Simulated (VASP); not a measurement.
# Y (Im-3m) in VASP: a series of runs

Runs on Y. Level: LDA. Tasks: single point, relaxation of cell and atoms.

All numbers are computed with VASP 6.6.1; they aren't measurements. Logs are shortened: lines on timing, memory, paths and dates and some standing lists are left out, and cuts for length are marked.

**1. The cell of the first run**

It takes space group Im-3m (No. 229, cubic). Conventional cell: a = 3.906 Å, b = 3.906 Å, c = 3.906 Å, α = 90.00°, β = 90.00°, γ = 90.00°. Y (site symmetry m-3m) has 14 Y at 3.38 to 3.91 Å within 4.4 Å.

This isn't the form of Y at room conditions, which is hcp.

**2. Single point, LDA**

File INCAR:

```
SYSTEM = Y
  PREC = Accurate
  ENCUT = 500
  EDIFF = 1E-6
  ISMEAR = 1
  SIGMA = 0.1
  LREAL = .FALSE.
  LASPH = .TRUE.
  NELM = 120
  ALGO = Normal
  ISIF = 2
  LWAVE = .FALSE.
  LCHARG = .TRUE.
  GGA = CA
  LELF = .TRUE.
  LVHAR = .TRUE.
  NBANDS = 12
  GGA_COMPAT = .FALSE.
```

File KPOINTS:

```
regular mesh
0
G
  7 7 7
  0 0 0
```

File POSCAR:

```
Y
1.0
   -1.9530279438      1.9530279438      1.9530279438
    1.9530279438     -1.9530279438      1.9530279438
    1.9530279438      1.9530279438     -1.9530279438
Y
1
Direct
    0.0000000000      0.0000000000      0.0000000000
```

Potentials or basis: VASP PAW LDA potentials, release 64 (Y_sv).

Launch:

```bash
$ cat potpaw_LDA.64/Y_sv/POTCAR > POTCAR
$ mpirun -np 1 vasp_std > vasp.out
```

OUTCAR:

```text
SYSTEM = Y
   PREC = Accurate
   ENCUT = 500
   EDIFF = 1E-6
   ISMEAR = 1
   LREAL = .FALSE.
   LASPH = .TRUE.
   NELM = 120
   ISIF = 2
   GGA = CA

 ion  position               nearest neighbor table
   1  0.000  0.000  0.000-

  LATTYP: Found a body centered cubic cell.
 ALAT       =     3.9060558876

  Lattice vectors:

 A1 = (  -1.9530279438,   1.9530279438,   1.9530279438)
 A2 = (   1.9530279438,  -1.9530279438,   1.9530279438)
 A3 = (   1.9530279438,   1.9530279438,  -1.9530279438)

Analysis of symmetry for initial positions (statically):
=====================================================================
 Subroutine PRICEL returns:
 Original cell was already a primitive cell.

 Routine SETGRP: Setting up the symmetry group for a
 body centered cubic supercell.

 Subroutine GETGRP returns: Found 48 space group operations
 (whereof 48 operations were pure point group operations)
 out of a pool of 48 trial point group operations.

The static configuration has the point symmetry O_h .

Analysis of symmetry for dynamics (positions and initial velocities):
=====================================================================
 Subroutine PRICEL returns:
 Original cell was already a primitive cell.

 Routine SETGRP: Setting up the symmetry group for a
 body centered cubic supercell.

 Subroutine GETGRP returns: Found 48 space group operations
 (whereof 48 operations were pure point group operations)
 out of a pool of 48 trial point group operations.

The dynamic configuration has the point symmetry O_h .

 Subroutine INISYM returns: Found 48 space group operations
 (whereof 48 operations are pure point group operations),
 and found     1 'primitive' translations

----------------------------------------------------------------------------------------

                                     Primitive cell

  volume of cell :      29.7979

  direct lattice vectors                    reciprocal lattice vectors
    -1.953027944  1.953027944  1.953027944     0.000000000  0.256012722  0.256012722
     1.953027944 -1.953027944  1.953027944     0.256012722  0.000000000  0.256012722
     1.953027944  1.953027944 -1.953027944     0.256012722  0.256012722  0.000000000

  length of vectors
     3.382743627  3.382743627  3.382743627     0.362056664  0.362056664  0.362056664

  position of ions in fractional coordinates (direct lattice)
     0.000000000  0.000000000  0.000000000

  ion indices of the primitive-cell ions
   primitive index   ion index
                 1           1

----------------------------------------------------------------------------------------

 KPOINTS: regular mesh

Automatic generation of k-mesh.
 Grid dimensions read from file:
 generate k-points for:    7    7    7

 Generating k-lattice:

  Cartesian coordinates                     Fractional coordinates (reciprocal lattice)
     0.000000000  0.036573246  0.036573246     0.142857143  0.000000000  0.000000000
     0.036573246  0.000000000  0.036573246     0.000000000  0.142857143  0.000000000
     0.036573246  0.036573246  0.000000000     0.000000000  0.000000000  0.142857143

  Length of vectors
     0.051722381  0.051722381  0.051722381

  Shift w.r.t. Gamma in fractional coordinates (k-lattice)
     0.000000000  0.000000000  0.000000000

 Subroutine IBZKPT returns following result:
 ===========================================

 Found     20 irreducible k-points:

 Following reciprocal coordinates:
            Coordinates               Weight
  0.000000  0.000000  0.000000      1.000000
  0.142857  0.000000  0.000000     12.000000
  0.285714  0.000000  0.000000     12.000000
  0.428571  0.000000  0.000000     12.000000
  0.142857  0.142857  0.000000     24.000000
  0.285714  0.142857  0.000000     48.000000
[... 12 lines left out ...]
 -0.428571 -0.428571  0.285714      8.000000
 -0.428571  0.428571  0.428571      6.000000
   k-points           NKPTS =     20   k-points in BZ     NKDIM =     20   number of bands    NBANDS=     12
   number of dos      NEDOS =    301   number of ions     NIONS =      1
   total plane-waves  NPLWV =  21952
   dimension x,y,z NGX =    28 NGY =   28 NGZ =   28
   dimension x,y,z NGXF=    56 NGYF=   56 NGZF=   56
   ions per type =               1
   NGX,Y,Z   is equivalent  to a cutoff of  13.76, 13.76, 13.76 a.u.
   NGXF,Y,Z  is equivalent  to a cutoff of  27.52, 27.52, 27.52 a.u.
 SYSTEM =  Y
   PREC   = accura    normal or accurate (medium, high low for compatibility)
   ISTART =      0    job   : 0-new  1-cont  2-samecut
   ICHARG =      2    charge: 1-file 2-atom 10-const
   ISPIN  =      1    spin polarized calculation?
   LNONCOLLINEAR =      F non collinear calculations
   LSORBIT =      F    spin-orbit coupling
   LASPH  =      T    aspherical Exc in radial PAW
   ENCUT  =  500.0 eV  36.75 Ry    6.06 a.u.   6.17  6.17  6.17*2*pi/ulx,y,z
   NELM   =    120;   NELMIN=  2; NELMDL= -5     # of ELM steps
   EDIFF  = 0.1E-05   stopping-criterion for ELM
   LREAL  =      F    real-space projection
   EDIFFG = 0.1E-04   stopping-criterion for IOM
   NSW    =      0    number of steps for IOM
   IBRION =     -1    ionic relax: 0-MD 1-quasi-New 2-CG
   NFREE  =      0    steps in history (QN), initial steepest desc. (CG)
   ISIF   =      2    stress and relaxation
   ISYM   =      2    0-nonsym 1-usesym 2-fastsym
   POTIM  = 0.5000    time-step for ionic-motion
   TEBEG  =    0.0;   TEEND  =   0.0 temperature during run
   PSTRESS=    0.0 pullay stress
   NELECT =      11.0000    total number of electrons
   NUPDOWN=      -1.0000    fix difference up-down
   EMIN   =  10.00;   EMAX   =-10.00  energy-range for DOS
   EFERMI =   0.00;   METHOD = LEGACY
   ISMEAR =     1;   SIGMA  =   0.10  broadening in eV -4-tet -1-fermi 0-gaus
   EFERMI_NEDOS =   21; number of points for ismear=-14 and -15
   IALGO  =     38    algorithm
   IMIX   =      4    mixing-type and parameters
     AMIX     =   0.40;   BMIX     =  1.00
     AMIX_MAG =   1.60;   BMIX_MAG =  1.00
  volume/ion in A,a.u.               =      29.80       201.09
  Fermi-wavevector in a.u.,A,eV,Ry     =   1.174385  2.219266 18.764894  1.379181
  Thomas-Fermi vector in A             =   2.310783
   LORBIT       =      0    0 simple, 1 ext, 2 COOP (PROOUT), +10 PAW based schemes
   GGA     = CA    functional components
   LHFCALC =     F    Hartree Fock is set to
   AEXX    =    0.0000 exact exchange contribution
   IVDW    =     0    specifies the selected vdW correction
   LEPSILON=     F    determine dielectric tensor
   LRPA    =     F    only Hartree local field effects (RPA)
 non-spin polarized calculation
 Methfessel and Paxton  Order N= 1 SIGMA  =   0.10
  energy-cutoff  :      500.00
  volume of cell :       29.80
 maximum number of plane-waves:       767
 NGX is ok and might be reduce to    28
   NGX = 13   NGY = 13   NGZ = 13

 number of electron      11.0000000 magnetization

 Free energy of the ion-electron system (eV)
  ---------------------------------------------------
  ext. energy  EPLUGINS =         0.00000000
  ---------------------------------------------------
  free energy    TOTEN  =        -6.81904890 eV

  energy without entropy =       -6.81921540  energy(sigma->0) =       -6.81910440

 E-fermi :   3.5168     XC(G=0): -10.0295

 val. band max:        3.5104034793   @ k =   0.4286   0.1429   0.0000
 cond. band min:       3.5647522022   @ k =   0.1429   0.1429   0.1429
 fundamental gap:      0.0543487230
 Fermi energy:         3.5167835622

 k-point     1 :       0.0000    0.0000    0.0000
  band No.  band energies     occupation
      1     -38.9236      2.00000
      2     -18.6549      2.00000
      3     -18.6549      2.00000
      4     -18.6549      2.00000
      5      -1.4892      2.00000
      6       5.1521     -0.00000
      7       5.1521     -0.00000
      8       5.1521     -0.00000
      9       7.3243      0.00000
     10       7.3243      0.00000
     11      14.1212      0.00000
     12      14.1212      0.00000

 k-point     2 :       0.1429    0.0000    0.0000
  band No.  band energies     occupation
      1     -38.9040      2.00000
      2     -18.8093      2.00000
      3     -18.7020      2.00000
      4     -18.6560      2.00000
      5      -0.9131      2.00000
      6       4.7566     -0.00000
      7       4.8941     -0.00000
      8       5.7266      0.00000
      9       6.8839      0.00000
     10       7.3229      0.00000
     11      14.5714      0.00000
     12      15.1995      0.00000

 k-point     3 :       0.2857    0.0000    0.0000
  band No.  band energies     occupation
      1     -38.8595      2.00000
      2     -19.1397      2.00000
      3     -18.8057      2.00000
      4     -18.6586      2.00000
      5       0.4198      2.00000
      6       4.0378     -0.00000
      7       4.1470     -0.00000
      8       7.0308      0.00000
      9       7.3348      0.00000
     10       7.4984      0.00000
     11      13.8618      0.00000
     12      14.8190      0.00000
[... 226 lines left out ...]
 k-point    19 :      -0.4286   -0.4286    0.2857
  band No.  band energies     occupation
      1     -38.7631      2.00000
      2     -19.2017      2.00000
      3     -19.2017      2.00000
      4     -19.0098      2.00000
      5       2.2594      2.00000
      6       2.2594      2.00000
      7       5.4558     -0.00000
      8       7.9142      0.00000
      9       7.9142      0.00000
     10      11.0901      0.00000
     11      11.3215      0.00000
     12      11.3215      0.00000

 k-point    20 :      -0.4286    0.4286    0.4286
  band No.  band energies     occupation
      1     -38.7506      2.00000
      2     -19.1861      2.00000
      3     -19.1573      2.00000
      4     -19.1573      2.00000
      5       1.9130      2.00000
      6       1.9269      2.00000
      7       7.7364      0.00000
      8       7.7364      0.00000
      9       8.8316      0.00000
     10       8.9463      0.00000
     11      11.4066      0.00000
     12      11.4066      0.00000

------------------------ aborting loop because EDIFF is reached ----------------------------------------

  FORCE on cell =-STRESS in cart. coord.  units (eV):
  Direction    XX          YY          ZZ          XY          YZ          ZX
  --------------------------------------------------------------------------------------
  -------------------------------------------------------------------------------------
  Total       -0.0414467     -0.0414467     -0.0414467      0.0000000      0.0000000     -0.0000000
  in kB       -2.2285139     -2.2285139     -2.2285139      0.0000000      0.0000000     -0.0000000
  external PRESSURE =      -2.2285139 kB  Pullay stress =       0.0000000 kB

 VOLUME and BASIS-vectors are now :
 -----------------------------------------------------------------------------
  energy-cutoff  :      500.00
  volume of cell :       29.80
      direct lattice vectors                 reciprocal lattice vectors
    -1.953027944  1.953027944  1.953027944     0.000000000  0.256012722  0.256012722
     1.953027944 -1.953027944  1.953027944     0.256012722  0.000000000  0.256012722
     1.953027944  1.953027944 -1.953027944     0.256012722  0.256012722  0.000000000

 POSITION                                       TOTAL-FORCE (eV/Angst)
 -----------------------------------------------------------------------------------
      0.00000      0.00000      0.00000        -0.000000      0.000000     -0.000000
 -----------------------------------------------------------------------------------
    total drift:                               -0.000000     -0.000000     -0.000000

  FREE ENERGIE OF THE ION-ELECTRON SYSTEM (eV)
  ---------------------------------------------------
  free  energy   TOTEN  =        -6.8190489049 eV

  energy  without entropy=       -6.8192153972  energy(sigma->0) =       -6.81910440
```

It took 8.6 s on 1 thread of Intel Xeon Platinum 8259CL at 2.50GHz (Skylake/Cascade Lake), shared host; peak memory 0.15 GiB.

Results:

```
Free energy            : -6.8190 eV
Pressure               : -0.2 GPa
Band gap on the k mesh : zero (an odd number of electrons rules out a gap without spin polarisation)
```

**3. Relaxation of cell and atoms, LDA**

This run uses another cell than the first one, of 32.97 Å³/atom.

File INCAR:

```
SYSTEM = Y
PREC     = Accurate       ! precision mode
ENCUT    = 500            ! plane-wave cutoff, eV
EDIFF    = 1E-7           ! SCF threshold, eV
ISMEAR   = 1              ! smearing method
SIGMA    = 0.1            ! smearing width, eV
LREAL    = .False.        ! projectors in reciprocal space
LASPH    = .True.         ! aspherical terms in the spheres
NELM     = 120            ! most SCF steps
ALGO     = Normal         ! electronic algorithm
ISIF     = 3              ! what is computed and relaxed
LWAVE    = .False.        ! write WAVECAR
LCHARG   = .False.        ! write CHGCAR
IBRION   = 2              ! ionic algorithm
NSW      = 80             ! ionic steps
EDIFFG   = -0.03          ! ionic threshold
GGA_COMPAT= .False.      
NELMIN   = 4
```

File KPOINTS:

```
Automatic mesh
0
Gamma
  7 7 7
  0 0 0
```

File POSCAR:

```
Y
1.0
   -2.0200000000      2.0200000000      2.0200000000
    2.0200000000     -2.0200000000      2.0200000000
    2.0200000000      2.0200000000     -2.0200000000
Y
1
Direct
    0.0000000000      0.0000000000      0.0000000000
```

Potentials or basis: VASP PAW LDA potentials, release 64 (Y_sv).

Launch:

```bash
$ cat potpaw_LDA.64/Y_sv/POTCAR > POTCAR
$ mpirun -np 1 vasp_std > vasp.out
```

Run time: 23 s. Hardware: 1 thread of Intel Xeon Platinum 8259CL at 2.50GHz (Skylake/Cascade Lake), shared host; peak memory 0.16 GiB.

Results (log left out):

```
Free energy                           : -6.8194 eV
Relaxed volume                        : 29.65 Å³/atom
Relaxed cell                          : a = 3.377 Å, b = 3.377 Å, c = 3.377 Å, α = 109.47°, β = 109.47°, γ = 109.47°
Space group after relaxing (to 0.1 Å) : Im-3m (No. 229)
Energy gained by relaxing             : 44.5 meV/atom
Ionic steps                           : 3
Pressure after relaxing               : 0.0 GPa
Band gap on the k mesh                : zero (an odd number of electrons rules out a gap without spin polarisation)
```

Step by step:
| step | energy change (eV) | largest force (eV/Å) | pressure (GPa) | volume (Å³) |
| --- | --- | --- | --- | --- |
| 1 | 0.0000 | 0.0000 | -3.83 | 32.97 |
| 2 | -0.0439 | 0.0000 | 0.52 | 29.35 |
| 3 | -0.0445 | 0.0000 | 0.01 | 29.65 |

Final structure:
```
CELL_PARAMETERS angstrom
-1.94982 1.94982 1.94982
1.94982 -1.94982 1.94982
1.94982 1.94982 -1.94982
ATOMIC_POSITIONS crystal
Y 0.00000 0.00000 0.00000
```

Levels at points of the mesh, in eV from the Fermi level:
```csv
k point,band 1,band 2,band 3,band 4,band 5,band 6,band 7,band 8,band 9
"(0.00, 0.00, 0.00)",-42.43,-22.15,-22.15,-22.15,-5.01,1.64,1.64,1.64,3.83
```
